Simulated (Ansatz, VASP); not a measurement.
## TaF3 in VASP and in Ansatz

```
Ta F
1.0
     4.16437    0.00000    0.00000
     0.00000    4.16437    0.00000
     0.00000    0.00000    4.16437
Ta F
1 3
Direct
  0.50000 0.50000 0.50000
  0.00000 0.50000 0.50000
  0.50000 0.00000 0.50000
  0.50000 0.50000 0.00000
```

Alike in both runs: functional PBE; k mesh 12 × 12 × 12; occupations gaussian, width 0.1 eV; collinear spin.

Ansatz relaxed the structure, and its values are those at the end. VASP's run is a single point on that final structure, the one shown.

```csv
,VASP,Ansatz
version,VASP 6.6.1,Ansatz 0.2.0
potentials or method,"VASP PAW PBE potentials, release 64 (Ta_pv, F), cutoff 520 eV","scalar-relativistic, plane waves, PAW"
valence electrons in the cell,32,34
```

```csv
,VASP,Ansatz,Ansatz less VASP
gap on the k mesh at the Fermi level (eV),none,none,-
pressure (GPa),0.0,0.0,0.00
net moment per atom (μB),0.50,0.50,0.000
size of the moment on the site where the two differ most (μB),1.54,0.89,-0.653
```

Site moments also hang on the region over which each program counts them. A gap of «none» marks a metal or a gap that the smearing closes. VASP's potentials hold 32 valence electrons a cell and Ansatz's 34, so a difference there can come from the potentials and not from the codes.

Spin-orbit coupling is off throughout.
